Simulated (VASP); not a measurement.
Ru, 2 atoms in the cell. Symmetry: P6_3/mmc, No. 194, hexagonal system. The conventional cell has a = 2.501 Å, b = 2.501 Å, c = 3.844 Å, α = 90.00°, β = 90.00°, γ = 120.00°. Within 3.2 Å of Ru (site symmetry -6m2) lie 12 Ru at 2.40 to 2.50 Å. 

```yaml
Program: VASP 6.6.1
Task: single point
Functional: PBEsol
Potentials_or_basis: VASP PAW PBE potentials, release 64 (Ru_pv)
Cutoff: 520 eV
k_mesh: 18 × 18 × 10
Occupations: gaussian, width 0.15 eV
Spin: no spin polarisation
Dipole_correction: no
Further_INCAR_settings: ALGO = Fast; EDIFF = 1e-06; NBANDS = 21
```

Potentials or basis: VASP PAW PBE potentials, release 64 (Ru_pv).

Command:

```sh
$ cat potpaw_PBE.64/Ru_pv/POTCAR > POTCAR
$ mpirun -np 1 vasp_std > vasp.out
```

Hardware: 1 thread of Intel(R) Xeon(R) Platinum 8488C (Sapphire Rapids), with other jobs on the host.

Task: Estimate the wall time of this run.

Result: Run time: 55 s on 1 thread of Intel(R) Xeon(R) Platinum 8488C (Sapphire Rapids), on a shared host, peak memory 0.19 GiB. Counts: scf iterations 14, k points 222.
